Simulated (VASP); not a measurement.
# FePt (Tetraferroplatinum) (P4/mmm) in VASP: further runs

The runs below take FePt (Tetraferroplatinum) through single point, with BLYP, PBE.

All numbers are computed with VASP 6.6.1; they aren't measurements. Logs are shortened: lines on timing, memory, paths and dates and some standing lists are left out, and cuts for length are marked.

## 1. The cell of the first run

Symmetry: P4/mmm, No. 123, tetragonal system. The conventional cell has a = 2.724 Å, b = 2.724 Å, c = 3.720 Å, α = 90.00°, β = 90.00°, γ = 90.00°. Within 3.5 Å of Pt (site symmetry 4/mmm) lie 8 Fe at 2.68 Å and 4 Pt at 2.72 Å. Fe (site symmetry 4/mmm) has 8 Pt at 2.68 Å and 4 Fe at 2.72 Å within 3.5 Å.

## 2. Single point, BLYP, collinear spin, ferromagnetic start

The input, INCAR:

```
SYSTEM = FePt
AGGAC    = 1.0          
AGGAX    = 1.0          
ALDAC    = 0.0          
ALDAX    = 1.0          
ALGO     = Normal         ! electronic algorithm
EDIFF    = 1E-6           ! SCF threshold, eV
ENCUT    = 520            ! plane-wave cutoff, eV
GGA      = B5             ! functional
ISIF     = 2              ! what is computed and relaxed
ISMEAR   = -1             ! smearing method
ISPIN    = 2              ! spin polarisation
LASPH    = .True.         ! aspherical terms in the spheres
LCHARG   = .False.        ! write CHGCAR
LMAXMIX  = 4              ! l up to which the mixer works
LORBIT   = 11             ! projections on sites
LREAL    = .False.        ! projectors in reciprocal space
LWAVE    = .False.        ! write WAVECAR
MAGMOM   = 0 3            ! initial moments
NBANDS   = 20             ! bands
NELM     = 150            ! most SCF steps
PREC     = Accurate       ! precision mode
SIGMA    = 0.05           ! smearing width, eV
```

The input, KPOINTS:

```
k-points
0
Gamma
  10 10 7
  0 0 0
```

The input, POSCAR:

```
FePt
1.0
    2.7235000000      0.0000000000      0.0000000000
    0.0000000000      2.7235000000      0.0000000000
    0.0000000000      0.0000000000      3.7200000000
Pt Fe
1 1
Direct
    0.5000000000      0.5000000000      0.5000000000
    0.0000000000      0.0000000000      0.0000000000
```

Potentials or basis: VASP PAW PBE potentials, release 64 (Pt, Fe).

Started as:

```
$ cat potpaw_PBE.64/Pt/POTCAR potpaw_PBE.64/Fe/POTCAR > POTCAR
$ mpirun -np 1 vasp_std > vasp.out
```

OUTCAR:

```text
SYSTEM = FePt
   EDIFF = 1E-6
   ENCUT = 520
   GGA = B5
   ISIF = 2
   ISMEAR = -1
   ISPIN = 2
   LASPH = .True.
   LORBIT = 11
   LREAL = .False.
   NELM = 150
   PREC = Accurate

 ion  position               nearest neighbor table
   1  0.500  0.500  0.500-   2 2.68   2 2.68   2 2.68   2 2.68   2 2.68   2 2.68   2 2.68   2 2.68

   2  0.000  0.000  0.000-   1 2.68   1 2.68   1 2.68   1 2.68   1 2.68   1 2.68   1 2.68   1 2.68

  LATTYP: Found a simple tetragonal cell.
 ALAT       =     2.7235000000
 C/A-ratio  =     1.3658894804

  Lattice vectors:

 A1 = (   2.7235000000,   0.0000000000,   0.0000000000)
 A2 = (   0.0000000000,   2.7235000000,   0.0000000000)
 A3 = (   0.0000000000,   0.0000000000,   3.7200000000)

Analysis of symmetry for initial positions (statically):
=====================================================================
 Subroutine PRICEL returns:
 Original cell was already a primitive cell.

 Routine SETGRP: Setting up the symmetry group for a
 simple tetragonal supercell.

 Subroutine GETGRP returns: Found 16 space group operations
 (whereof 16 operations were pure point group operations)
 out of a pool of 16 trial point group operations.

The static configuration has the point symmetry D_4h.

Analysis of symmetry for dynamics (positions and initial velocities):
=====================================================================
 Subroutine PRICEL returns:
 Original cell was already a primitive cell.

 Routine SETGRP: Setting up the symmetry group for a
 simple tetragonal supercell.

 Subroutine GETGRP returns: Found 16 space group operations
 (whereof 16 operations were pure point group operations)
 out of a pool of 16 trial point group operations.

The dynamic configuration has the point symmetry D_4h.

Analysis of structural, dynamic, and magnetic symmetry:
=====================================================================
 Subroutine PRICEL returns:
 Original cell was already a primitive cell.

 Routine SETGRP: Setting up the symmetry group for a
 simple tetragonal supercell.

 Subroutine GETGRP returns: Found 16 space group operations
 (whereof 16 operations were pure point group operations)
 out of a pool of 16 trial point group operations.

The overall configuration has the point symmetry D_4h.

 Subroutine INISYM returns: Found 16 space group operations
 (whereof 16 operations are pure point group operations),
 and found     1 'primitive' translations

----------------------------------------------------------------------------------------

                                     Primitive cell

  volume of cell :      27.5929

  direct lattice vectors                    reciprocal lattice vectors
     2.723500000  0.000000000  0.000000000     0.367174592  0.000000000  0.000000000
     0.000000000  2.723500000  0.000000000     0.000000000  0.367174592  0.000000000
     0.000000000  0.000000000  3.720000000     0.000000000  0.000000000  0.268817204

  length of vectors
     2.723500000  2.723500000  3.720000000     0.367174592  0.367174592  0.268817204

  position of ions in fractional coordinates (direct lattice)
     0.500000000  0.500000000  0.500000000
     0.000000000  0.000000000  0.000000000

  ion indices of the primitive-cell ions
   primitive index   ion index
                 1           1
                 2           2

----------------------------------------------------------------------------------------

 KPOINTS: k-points

Automatic generation of k-mesh.
 Grid dimensions read from file:
 generate k-points for:   10   10    7

 Generating k-lattice:

  Cartesian coordinates                     Fractional coordinates (reciprocal lattice)
     0.036717459  0.000000000  0.000000000     0.100000000  0.000000000  0.000000000
     0.000000000  0.036717459  0.000000000     0.000000000  0.100000000  0.000000000
     0.000000000  0.000000000  0.038402458     0.000000000  0.000000000  0.142857143

  Length of vectors
     0.036717459  0.036717459  0.038402458

  Shift w.r.t. Gamma in fractional coordinates (k-lattice)
     0.000000000  0.000000000  0.000000000

 Subroutine IBZKPT returns following result:
 ===========================================

 Found     84 irreducible k-points:

 Following reciprocal coordinates:
            Coordinates               Weight
  0.000000  0.000000  0.000000      1.000000
  0.100000  0.000000  0.000000      4.000000
  0.200000  0.000000  0.000000      4.000000
  0.300000  0.000000  0.000000      4.000000
  0.400000  0.000000  0.000000      4.000000
  0.500000  0.000000  0.000000      2.000000
[... 16 lines left out ...]
  0.100000  0.000000  0.142857      8.000000
  0.200000  0.000000  0.142857      8.000000
 [... further k-points ...]
   k-points           NKPTS =     84   k-points in BZ     NKDIM =     84   number of bands    NBANDS=     20
   number of dos      NEDOS =    301   number of ions     NIONS =      2
   total plane-waves  NPLWV =  11200
   dimension x,y,z NGX =    20 NGY =   20 NGZ =   28
   dimension x,y,z NGXF=    40 NGYF=   40 NGZF=   56
   ions per type =               1   1
   NGX,Y,Z   is equivalent  to a cutoff of  12.21, 12.21, 12.51 a.u.
   NGXF,Y,Z  is equivalent  to a cutoff of  24.42, 24.42, 25.03 a.u.
 SYSTEM =  FePt
   PREC   = accura    normal or accurate (medium, high low for compatibility)
   ISTART =      0    job   : 0-new  1-cont  2-samecut
   ICHARG =      2    charge: 1-file 2-atom 10-const
   ISPIN  =      2    spin polarized calculation?
   LNONCOLLINEAR =      F non collinear calculations
   LSORBIT =      F    spin-orbit coupling
   LASPH  =      T    aspherical Exc in radial PAW
   ENCUT  =  520.0 eV  38.22 Ry    6.18 a.u.   5.06  5.06  6.92*2*pi/ulx,y,z
   NELM   =    150;   NELMIN=  2; NELMDL= -5     # of ELM steps
   EDIFF  = 0.1E-05   stopping-criterion for ELM
   LREAL  =      F    real-space projection
   EDIFFG = 0.1E-04   stopping-criterion for IOM
   NSW    =      0    number of steps for IOM
   IBRION =     -1    ionic relax: 0-MD 1-quasi-New 2-CG
   NFREE  =      0    steps in history (QN), initial steepest desc. (CG)
   ISIF   =      2    stress and relaxation
   ISYM   =      2    0-nonsym 1-usesym 2-fastsym
   POTIM  = 0.5000    time-step for ionic-motion
   TEBEG  =    0.0;   TEEND  =   0.0 temperature during run
   PSTRESS=    0.0 pullay stress
   NELECT =      18.0000    total number of electrons
   NUPDOWN=      -1.0000    fix difference up-down
   EMIN   =  10.00;   EMAX   =-10.00  energy-range for DOS
   EFERMI =   0.00;   METHOD = LEGACY
   ISMEAR =    -1;   SIGMA  =   0.05  broadening in eV -4-tet -1-fermi 0-gaus
   EFERMI_NEDOS =   21; number of points for ismear=-14 and -15
   IALGO  =     38    algorithm
   IMIX   =      4    mixing-type and parameters
     AMIX     =   0.40;   BMIX     =  1.00
     AMIX_MAG =   1.60;   BMIX_MAG =  1.00
  volume/ion in A,a.u.               =      13.80        93.10
  Fermi-wavevector in a.u.,A,eV,Ry     =   1.419819  2.683070 27.427809  2.015887
  Thomas-Fermi vector in A             =   2.540800
   LORBIT       =     11    0 simple, 1 ext, 2 COOP (PROOUT), +10 PAW based schemes
   GGA     = B5    functional components
   LHFCALC =     F    Hartree Fock is set to
   AEXX    =    0.0000 exact exchange contribution
   IVDW    =     0    specifies the selected vdW correction
   LEPSILON=     F    determine dielectric tensor
   LRPA    =     F    only Hartree local field effects (RPA)
 spin polarized calculation
  energy-cutoff  :      520.00
  volume of cell :       27.59
 maximum number of plane-waves:       758
   NGX = 11   NGY = 11   NGZ = 13

 number of electron      17.9999997 magnetization       3.2161375

 Free energy of the ion-electron system (eV)
  ---------------------------------------------------
  ext. energy  EPLUGINS =         0.00000000
  ---------------------------------------------------
  free energy    TOTEN  =       -12.56748301 eV

  energy without entropy =      -12.55679769  energy(sigma->0) =      -12.56214035

 E-fermi :   9.2392     XC(G=0): -12.4058

 val. band max:        9.2232830266   @ k =   0.5000   0.2000   0.1429
 cond. band min:       9.2512018816   @ k =   0.4000   0.4000   0.2857
 fundamental gap:      0.0279188550
 Fermi energy:         9.2391571342

 spin component 1

 k-point     1 :       0.0000    0.0000    0.0000
  band No.  band energies     occupation
      1      -0.1885      1.00000
      2       2.9572      1.00000
      3       3.0757      1.00000
      4       5.8254      1.00000
      5       5.8254      1.00000
      6       6.3858      1.00000
[... 12 lines left out ...]
     19      30.9234      0.00000
     20      30.9234      0.00000

 k-point     2 :       0.1000    0.0000    0.0000
  band No.  band energies     occupation
      1       0.0715      1.00000
      2       3.0872      1.00000
      3       3.2624      1.00000
      4       5.7184      1.00000
      5       5.9004      1.00000
      6       6.4519      1.00000
[... 12 lines left out ...]
     19      30.6658      0.00000
     20      31.4120      0.00000
[... 465 lines left out ...]
      3       3.3434      1.00000
      4       5.7760      1.00000
      5       5.9750      1.00000
      6       6.3883      1.00000
[... 12 lines left out ...]
     19      30.7203      0.00000
     20      31.0967      0.00000

 k-point    24 :       0.2000    0.0000    0.1429
  band No.  band energies     occupation
      1       1.0073      1.00000
      2       3.4541      1.00000
      3       3.9528      1.00000
      4       5.4401      1.00000
      5       6.0862      1.00000
      6       6.5080      1.00000
[... 12 lines left out ...]
     19      32.4052      0.00000
     20      32.6610      0.00000

 [... further k-points ...]

 spin component 2

 k-point     1 :       0.0000    0.0000    0.0000
  band No.  band energies     occupation
      1      -0.0668      1.00000
      2       3.4411      1.00000
      3       3.4992      1.00000
      4       6.8184      1.00000
      5       6.8184      1.00000
      6       8.3773      1.00000
[... 12 lines left out ...]
     19      31.0336      0.00000
     20      31.0336      0.00000

 k-point     2 :       0.1000    0.0000    0.0000
  band No.  band energies     occupation
      1       0.1945      1.00000
      2       3.5579      1.00000
      3       3.7064      1.00000
      4       6.5811      1.00000
      5       6.8909      1.00000
      6       8.2440      1.00000
[... 12 lines left out ...]
     19      31.0770      0.00000
     20      31.5238      0.00000
[... 465 lines left out ...]
      3       3.7951      1.00000
      4       6.6049      1.00000
      5       6.9408      1.00000
      6       8.2689      1.00000
[... 12 lines left out ...]
     19      31.1838      0.00000
     20      31.2917      0.00000

 k-point    24 :       0.2000    0.0000    0.1429
  band No.  band energies     occupation
      1       1.1391      1.00000
      2       3.8729      1.00000
      3       4.4459      1.00000
      4       5.9494      1.00000
      5       7.0693      1.00000
      6       7.8175      1.00000
[... 12 lines left out ...]
     19      32.6232      0.00000
     20      32.9290      0.00000

 [... further k-points ...]

------------------------ aborting loop because EDIFF is reached ----------------------------------------

  FORCE on cell =-STRESS in cart. coord.  units (eV):
  Direction    XX          YY          ZZ          XY          YZ          ZX
  --------------------------------------------------------------------------------------
  -------------------------------------------------------------------------------------
  Total        2.5618407      2.5618407      2.5719010      0.0000000      0.0000000      0.0000000
  in kB      148.7527505    148.7527505    149.3369009      0.0000000      0.0000000      0.0000000
  external PRESSURE =     148.9474673 kB  Pullay stress =       0.0000000 kB

 VOLUME and BASIS-vectors are now :
 -----------------------------------------------------------------------------
  energy-cutoff  :      520.00
  volume of cell :       27.59
      direct lattice vectors                 reciprocal lattice vectors
     2.723500000  0.000000000  0.000000000     0.367174592  0.000000000  0.000000000
     0.000000000  2.723500000  0.000000000     0.000000000  0.367174592  0.000000000
     0.000000000  0.000000000  3.720000000     0.000000000  0.000000000  0.268817204

 POSITION                                       TOTAL-FORCE (eV/Angst)
 -----------------------------------------------------------------------------------
      1.36175      1.36175      1.86000         0.000000      0.000000      0.000000
      0.00000      0.00000      0.00000         0.000000      0.000000      0.000000
 -----------------------------------------------------------------------------------
    total drift:                               -0.000000      0.000000      0.000000

  FREE ENERGIE OF THE ION-ELECTRON SYSTEM (eV)
  ---------------------------------------------------
  free  energy   TOTEN  =       -12.5674830127 eV

  energy  without entropy=      -12.5567976917  energy(sigma->0) =      -12.56214035

 total charge

# of ion       s       p       d       tot
------------------------------------------
    1        0.724   0.639   8.112   9.475
    2        0.408   0.437   6.196   7.040
--------------------------------------------------
tot          1.132   1.075  14.308  16.515

 magnetization (x)

# of ion       s       p       d       tot
------------------------------------------
    1       -0.025  -0.062   0.427   0.340
    2        0.002  -0.008   2.856   2.850
--------------------------------------------------
tot         -0.023  -0.070   3.282   3.190
```

Wall time 51 s (1 thread of Intel Xeon Platinum 8488C (Sapphire Rapids), shared host); peak memory 0.19 GiB.

Results:

```yaml
Free_energy: -12.5675 eV
Pressure: 14.9 GPa
Net_moment: 3.22 μB per cell
Site_moments: Pt +0.34; Fe +2.85 μB
Valence_electrons_inside_the_program's_atomic_spheres: Pt 9.47; Fe 7.04
```

Levels at points of the mesh, in eV from the Fermi level:
Spin up:
```csv
k point,band 7,band 8,band 9,band 10,band 11,band 12,band 13,band 14,band 15,band 16
"(0.00, 0.00, 0.00)",-2.05,-1.87,-0.52,-0.36,-0.36,2.49,9.88,11.79,11.79,17.46
"(0.50, 0.00, 0.00)",-2.71,-2.42,-2.06,-1.66,0.27,2.07,10.66,10.73,12.69,13.49
"(0.50, 0.50, 0.00)",-0.50,-0.42,-0.42,0.55,1.83,1.83,7.66,10.13,11.08,12.51
```
Spin down:
```csv
k point,band 4,band 5,band 6,band 7,band 8,band 9,band 10,band 11,band 12,band 13
"(0.00, 0.00, 0.00)",-2.42,-2.42,-0.86,-0.82,0.51,1.61,1.61,1.62,2.65,10.67
"(0.50, 0.00, 0.00)",-3.33,-2.50,-1.41,-1.21,-0.92,0.47,0.62,2.38,2.52,11.38
"(0.50, 0.50, 0.00)",-4.73,0.91,1.20,1.56,1.64,1.69,1.69,1.96,1.96,8.44
```

Caveat: the PAW data sets were made with another functional, which shifts forces and pressure a little; spin-orbit coupling is left out, which moves the levels of the heavy elements.

## 3. Single point, PBE, collinear spin, ferromagnetic start

The input, INCAR:

```
PREC     = Accurate       # precision mode
ENCUT    = 520            # plane-wave cutoff, eV
EDIFF    = 1E-7           # SCF threshold, eV
ISMEAR   = 0              # smearing method
SIGMA    = 0.028000000000000004 # smearing width, eV
LREAL    = F              # projectors in reciprocal space
LASPH    = T              # aspherical terms in the spheres
NELM     = 150            # most SCF steps
ALGO     = Fast           # electronic algorithm
ISIF     = 2              # what is computed and relaxed
LWAVE    = F              # write WAVECAR
LCHARG   = F              # write CHGCAR
ISPIN    = 2              # spin polarisation
MAGMOM   = 0 3            # initial moments
LORBIT   = 11             # projections on sites
LMAXMIX  = 4              # l up to which the mixer works
GGA      = PE             # functional
NBANDS   = 20             # bands
```

The input, KPOINTS:

```
regular mesh
0
Gamma
  10 10 7
```

POSCAR is that of step 2.

Potentials or basis: VASP PAW PBE potentials, release 64 (Pt, Fe).

Started as:

```
$ cat potpaw_PBE.64/Pt/POTCAR potpaw_PBE.64/Fe/POTCAR > POTCAR
$ mpirun -np 1 vasp_std > vasp.out
```

Run time: 52 s. Hardware: 1 thread of Intel Xeon Platinum 8488C (Sapphire Rapids), shared host; peak memory 0.19 GiB.

Results (log left out):

```
Free energy                                           : -14.8008 eV
Pressure                                              : 2.9 GPa
Net moment                                            : 3.26 μB per cell
Site moments                                          : Pt +0.33; Fe +2.91 μB
Valence electrons inside the program's atomic spheres : Pt 9.44; Fe 6.99
```

Stress tensor (GPa, compression positive):
```
2.73 0.00 0.00
0.00 2.73 0.00
0.00 0.00 3.24
```

Levels at points of the mesh, in eV from the Fermi level:
Spin up:
```csv
k point,band 7,band 8,band 9,band 10,band 11,band 12,band 13,band 14,band 15,band 16
"(0.00, 0.00, 0.00)",-2.17,-1.98,-0.57,-0.43,-0.43,2.25,9.72,11.63,11.63,17.17
"(0.50, 0.00, 0.00)",-2.73,-2.57,-2.19,-1.67,0.09,1.98,10.42,10.52,12.50,13.24
"(0.50, 0.50, 0.00)",-0.58,-0.52,-0.52,0.51,1.58,1.58,7.55,9.99,10.85,12.32
```
Spin down:
| k point | band 5 | band 6 | band 7 | band 8 | band 9 | band 10 | band 11 | band 12 |
| --- | --- | --- | --- | --- | --- | --- | --- | --- |
| (0.00, 0.00, 0.00) | -2.41 | -0.83 | -0.81 | 0.56 | 1.62 | 1.62 | 1.65 | 2.43 |
| (0.50, 0.00, 0.00) | -2.50 | -1.42 | -1.23 | -0.92 | 0.49 | 0.64 | 2.32 | 2.53 |
| (0.50, 0.50, 0.00) | 0.89 | 1.20 | 1.62 | 1.68 | 1.70 | 1.70 | 1.70 | 1.70 |

Caveat: spin-orbit coupling is left out, which moves the levels of the heavy elements.
